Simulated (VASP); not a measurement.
Here is a VASP 6.6.1 calculation.

INCAR

```
ALGO = Normal
EDIFF = 1E-6
ENCUT = 520
GGA = PE
ISIF = 2
ISMEAR = 0
LASPH = T
LCHARG = F
LREAL = F
LWAVE = F
NBANDS = 15
NELM = 60
PREC = Accurate
SIGMA = 0.1
```

Contents of KPOINTS:

```
k-points
0
Gamma
  6 6 6
```

POSCAR

```
SiO2
1.0
    1.3411522600      0.7743146200      4.3801849500
   -1.3411522600      0.7743146200      4.3801849500
    0.0000000000     -1.5486292400      4.3801849500
Si O
1 2
Direct
    0.0000000000      0.0000000000      0.0000000000
    0.2500000000      0.2500000000      0.2500000000
    0.7500000000      0.7500000000      0.7500000000
```

Potentials or basis: VASP PAW PBE potentials, release 64 (Si, O).

Launch:

```bash
$ cat potpaw_PBE.64/Si/POTCAR potpaw_PBE.64/O/POTCAR > POTCAR
$ mpirun -np 1 vasp_std > vasp.out
```

Problem. Estimate the band gap on the k mesh.

Solution. 4.61 eV, direct.

Problem. Estimate the largest force.

Solution. 4.490 eV/Å.

Forces in eV/Å, atoms in the order of the input:
```
Si   0.000  0.000  0.000
O    0.000  0.000  4.490
O    0.000  0.000 -4.490
```

Caveat: the k points lie up to 0.46 Å⁻¹ apart; forces of over 1 eV/Å act on the atoms, so gaps and moduli don't describe the material at rest. As with any semilocal functional, this PBE gap is likely too small.
